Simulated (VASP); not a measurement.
Runs of VASP 6.6.1 on Mg3C. The structure is that of space group Pm-3m (No. 221), or close to it. The cells are those of the table. 

```tsv
task	cell	k mesh	cutoff (eV)	gap on the mesh (eV)	pressure (GPa)	relaxed volume (Å³/atom)
relaxation of cell and atoms	relaxed from a = 3.945 Å, 4 atoms	12 × 12 × 12	600	none	0.0	(a)
single point	a = 4.200, b = 4.200, c = 3.963 Å, 4 atoms	4 × 4 × 4	520	none	-5.9	-
relaxation of cell and atoms	relaxed from a = 4.200, b = 4.200, c = 3.963 Å, 4 atoms	4 × 4 × 4	600	none	0.3	15.20
single point	a = 3.945, b = 3.945, c = 3.943 Å, 4 atoms	4 × 4 × 4	520	none	-0.2	-
single point	a = 3.937 Å, 4 atoms	12 × 12 × 12	520	none	-0.2	-
```

Alike in all rows: level PBE; potentials or basis VASP PAW PBE potentials, release 64 (Mg, C); no spin polarisation; smearing gaussian 0.1 eV.

Question: Estimate the missing entries.

Answer: (a) 15.21.

Caveats: some runs use coarse meshes.

A gap of «none» marks levels without a gap at the run's occupations.
